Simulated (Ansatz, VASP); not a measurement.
**Cu in VASP and in Ansatz**

Contents of INCAR:

```
ALGO = Fast ; EDIFF = 1E-6
ENCUT = 520 ; GGA = PE
ISIF = 2 ; ISMEAR = 0
LASPH = T ; LCHARG = F
LREAL = F ; LWAVE = F
NBANDS = 12 ; NELM = 100
PREC = Accurate ; SIGMA = 0.15
```

The input KPOINTS:

```
k-points
0
Gamma
  24 24 24
```

File POSCAR:

```
Cu
1.0
   -1.4465714014      1.4465714014      1.3569446193
    1.4465714014     -1.4465714014      1.3569446193
    1.4465714014      1.4465714014     -1.3569446193
Cu
1
Direct
    0.0000000000      0.0000000000      0.0000000000
```

Input for Ansatz:

```yaml
crystal:
  lattice:
    - [-1.4465714014, 1.4465714014, 1.3569446193]
    - [1.4465714014, -1.4465714014, 1.3569446193]
    - [1.4465714014, 1.4465714014, -1.3569446193]
  atoms:
    - { symbol: Cu, position: [0.0, 0.0, 0.0] }
basis:
  ecutwfc: 520.0
kpoints:
  mp_grid: { grid: [24, 24, 24] }
hamiltonian:
  xc: pbe
  pseudopotentials: { kind: paw, azcp: { folder: soft_1 } }
scf:
  occupations: { method: gaussian, width: 0.15 }
output:
  forces: true
  stress: true
  eigenvalues: true
```

Alike in both runs: task single point; functional PBE; k mesh 24 × 24 × 24; occupations gaussian, width 0.15 eV; no spin polarisation.

|  | VASP | Ansatz |
| --- | --- | --- |
| version | VASP 6.6.1 | Ansatz 0.2.0 |
| potentials or method | VASP PAW PBE potentials, release 64 (Cu), cutoff 520 eV | scalar-relativistic, plane waves, PAW |
| valence electrons in the cell | 11 | 19 |

|  | VASP | Ansatz | Ansatz less VASP |
| --- | --- | --- | --- |
| gap on the k mesh at the Fermi level (eV) | none | none | - |
| pressure (GPa) | 9.7 | 8.8 | -0.90 |
| traceless stress, the component that is largest in VASP (GPa) | 0.16 | 0.17 | +0.005 |

A gap of «none» marks a metal or a gap that the smearing closes. The functional is the same, so the differences come from potentials, cutoffs and numerics. VASP's potentials hold 11 valence electrons a cell and Ansatz's 19, so a difference there can come from the potentials and not from the codes.
